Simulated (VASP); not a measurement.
Ge: single point with r2SCAN

Crystal: Ge.

```
CELL_PARAMETERS angstrom
1.42455 -2.65152 0.00000
1.42455 2.65152 0.00000
0.00000 0.00000 2.75115
ATOMIC_POSITIONS crystal
Ge 0.50000 0.50000 0.00000
```

| Property | Result |
| --- | --- |
| Program | VASP 6.6.1 |
| Task | single point |
| Functional | r2SCAN |
| Potentials or basis | VASP PAW PBE potentials, release 64 (Ge_d) |
| Cutoff | 520 eV |
| k mesh | 12 × 12 × 11 |
| Occupations | methfessel-paxton, width 0.15 eV |
| Spin | no spin polarisation |
| Dipole correction | no |
| Further INCAR settings | ALGO = Normal; EDIFF = 1e-07; NBANDS = 13 |

```
Pressure               : -6.5 GPa
Band gap on the k mesh : zero (bands 7 and 8 overlap by 9.78 eV)
```

Stress tensor (GPa, compression positive):
```
-6.12  0.00  0.00
 0.00 -8.33  0.00
 0.00  0.00 -4.96
```

Levels at points of the mesh, in eV from the Fermi level:
| k point | band 3 | band 4 | band 5 | band 6 | band 7 | band 8 | band 9 | band 10 | band 11 | band 12 |
| --- | --- | --- | --- | --- | --- | --- | --- | --- | --- | --- |
| (0.00, 0.00, 0.00) | -25.40 | -25.30 | -25.28 | -13.06 | 6.63 | 7.05 | 8.54 | 10.30 | 12.86 | 15.30 |
| (0.50, 0.00, 0.00) | -25.33 | -25.31 | -25.31 | -8.07 | -5.26 | 3.42 | 7.74 | 10.40 | 16.74 | 17.12 |
| (0.50, 0.50, 0.00) | -25.33 | -25.32 | -25.29 | -8.93 | -5.45 | 5.20 | 9.37 | 9.74 | 16.01 | 16.85 |

It took 2.8 min on 1 thread of Intel Xeon 8259CL, with other jobs on the host, peak memory 0.19 GiB.

Caveat: the cell stands under tension; the PAW data sets were made with another functional, which shifts forces and pressure a little.
